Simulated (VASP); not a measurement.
Write the native input for VASP 6.6.1 that does the following.

```
Task                   : single point
Functional             : LDA
Potentials or basis    : VASP PAW LDA potentials, release 64 (Ge_d)
Cutoff                 : 520 eV
k mesh                 : 14 × 14 × 14
Occupations            : fermi-dirac, width 0.15 eV
Spin                   : no spin polarisation
Dipole correction      : no
Further INCAR settings : ALGO = Normal; EDIFF = 1e-06; NBANDS = 21
```

The structure of Ge lies in POSCAR:

```
Ge
1.0
    0.0000000000      2.8118106236      2.8118106236
    2.8118106236      0.0000000000      2.8118106236
    2.8118106236      2.8118106236      0.0000000000
Ge
2
Direct
    0.5000000000      0.5000000000      0.5000000000
    0.7500000000      0.7500000000      0.7500000000
```

These files were run (other wordings do the same):

INCAR

```
SYSTEM = Ge
PREC = Accurate
ENCUT = 520
EDIFF = 1E-6
ISMEAR = -1
SIGMA = 0.15
LREAL = .False.
LASPH = .True.
NELM = 100
ALGO = Normal
ISIF = 2
LWAVE = .False.
LCHARG = .False.
GGA = CA
NBANDS = 21
```

KPOINTS

```
regular mesh
0
Gamma
  14 14 14
  0 0 0
```

Potentials or basis: VASP PAW LDA potentials, release 64 (Ge_d).

Launch:

```sh
$ cat potpaw_LDA.64/Ge_d/POTCAR > POTCAR
$ mpirun -np 1 vasp_std > vasp.out
```

It gave:

| Property | Result |
| --- | --- |
| Pressure | 0.2 GPa |

It took 120 s on 1 thread of Intel Xeon 8259CL, on a shared host, peak memory 0.2 GiB.
